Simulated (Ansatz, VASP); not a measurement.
**One calculation of ZrH5, two programs**

```
Zr H
1.0
     2.80424   -1.63747    0.40730
     2.80424    1.63747    0.40730
    -0.55874    0.00000    4.06040
Zr H
1 5
Cartesian
  2.5249 0.0000 2.4375
  0.7941 0.0000 1.2066
  4.5333 0.0000 1.7492
  2.8042 0.0000 0.4073
  0.5164 0.0000 3.1258
  4.2556 0.0000 3.6684
```

Change from the starting cell: species swapped into the YMg5 type (C2/m, No. 12).

Alike in both runs: functional PBE; k mesh 6 × 6 × 3; occupations gaussian, width 0.2 eV; no spin polarisation.

Ansatz relaxed the structure, and its values are those at the end. VASP's run is a single point on that final structure, the one shown.

```csv
,VASP,Ansatz
version,VASP 6.6.1,Ansatz 0.2.0
potentials or method,"VASP PAW PBE potentials, release 64 (Zr_sv, H), cutoff 520 eV","scalar-relativistic, plane waves, PAW"
valence electrons in the cell,17,17
```

VASP gave:

| Quantity | Value |
| --- | --- |
| gap on the k mesh at the Fermi level (eV) | none |
| pressure (GPa) | -0.2 |

**Question.** Estimate Ansatz's values.

**Answer.** gap on the k mesh at the Fermi level (eV): none; pressure (GPa): -0.1.

A gap of «none» marks a metal or a gap that the smearing closes.

The k mesh is coarse, so the values compare programs but aren't converged.
